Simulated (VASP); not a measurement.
A run of VASP 6.6.1:

INCAR

```
PREC     = Accurate       # precision mode
ENCUT    = 520            # plane-wave cutoff, eV
EDIFF    = 1E-7           # SCF threshold, eV
ISMEAR   = -1             # smearing method
SIGMA    = 0.1            # smearing width, eV
LREAL    = F              # projectors in reciprocal space
LASPH    = T              # aspherical terms in the spheres
NELM     = 100            # most SCF steps
ALGO     = Normal         # electronic algorithm
ISIF     = 2              # what is computed and relaxed
LWAVE    = F              # write WAVECAR
LCHARG   = F              # write CHGCAR
GGA      = PE             # functional
NBANDS   = 32             # bands
```

The input KPOINTS:

```
Automatic mesh
0
Gamma
  6 6 6
```

File POSCAR:

```
Bi2Te3
1.0
    2.1936774057      1.2665201717      9.8799088342
   -2.1936774057      1.2665201717      9.8799088342
    0.0000000000     -2.5330403434      9.8799088342
Bi Te
2 3
Direct
    0.1880000000      0.1880000000      0.1880000000
    0.5980000000      0.5980000000      0.5980000000
    0.3890000000      0.3890000000      0.3890000000
    0.8000000000      0.8000000000      0.8000000000
    0.0000000000      0.0000000000      0.0000000000
```

Potentials or basis: VASP PAW PBE potentials, release 64 (Bi_d, Te).

Run with:

```bash
$ cat potpaw_PBE.64/Bi_d/POTCAR potpaw_PBE.64/Te/POTCAR > POTCAR
$ mpirun -np 1 vasp_std > vasp.out
```

Hardware: 1 thread of Intel(R) Xeon(R) 6975P-C (Granite Rapids), on a shared host.

Q: How long does it take, and how much memory?

A: Run time: 11 min on 1 thread of Intel(R) Xeon(R) 6975P-C (Granite Rapids), with other jobs on the host, peak memory 0.91 GiB. Counts: scf iterations 14, k points 32.
